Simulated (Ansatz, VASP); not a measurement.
# One calculation of Be2Cd, two programs

File INCAR:

```
ALGO = Normal
EDIFF = 1E-6
EDIFFG = -0.04
ENCUT = 600
GGA = PE
IBRION = 2
ISIF = 3
ISMEAR = 0
LASPH = True
LCHARG = False
LREAL = False
LWAVE = False
NELM = 60
NSW = 90
PREC = Accurate
SIGMA = 0.1
```

File KPOINTS:

```
k-points
0
Gamma
  6 6 6
```

File POSCAR:

```
Be2Cd
1.0
    3.3950345151      0.0000000000      0.0000000000
   -1.6975172575      2.9401861368      0.0000000000
    0.0000000000      0.0000000000      3.6657349416
Be Cd
2 1
Direct
    0.3333333333      0.6666666667      0.5000000000
    0.6666666667      0.3333333333      0.5000000000
    0.0000000000      0.0000000000      0.0000000000
```

Input for Ansatz:

```yaml
crystal:
  lattice:
    - [3.3950345151, 0.0, 0.0]
    - [-1.6975172575, 2.9401861368, 0.0]
    - [0.0, 0.0, 3.6657349416]
  atoms:
    - { symbol: Be, position: [0.3333333333, 0.6666666667, 0.5] }
    - { symbol: Be, position: [0.6666666667, 0.3333333333, 0.5] }
    - { symbol: Cd, position: [0.0, 0.0, 0.0] }
basis:
  ecutwfc: 420
kpoints:
  mp_grid: { grid: [6, 6, 6] }
hamiltonian:
  xc: pbe
scf:
  occupations: { method: gaussian, width: 0.1 }
  lower_state_search: "off"
output:
  forces: true
  stress: true
  eigenvalues: true
relax:
  adjacent_minimum: "off"
  f_tol: 0.04
  max_steps: 70
  cell: { stress_tol: 0.4 }
```

Alike in both runs: task relaxation of cell and atoms; functional PBE; k mesh 6 × 6 × 6; occupations gaussian, width 0.1 eV; no spin polarisation.

|  | VASP | Ansatz |
| --- | --- | --- |
| version | VASP 6.6.1 | Ansatz 0.2.0 |
| potentials or method | VASP PAW PBE potentials, release 64 (Be, Cd), cutoff 600 eV | scalar-relativistic, plane waves, PAW |
| valence electrons in the cell | 16 | 24 |

```tsv
	VASP	Ansatz	Ansatz less VASP
gap on the k mesh at the Fermi level, each at its own relaxed structure (eV)	none	none	-
relaxed volume (Å³/atom)	13.26	13.20	-0.057
relaxed length of the cell vector where the two differ most in proportion (Å)	2.903	2.896	-0.0069
```

A gap of «none» marks a metal or a gap that the smearing closes. VASP's potentials hold 16 valence electrons a cell and Ansatz's 24, so a difference there can come from the potentials and not from the codes.
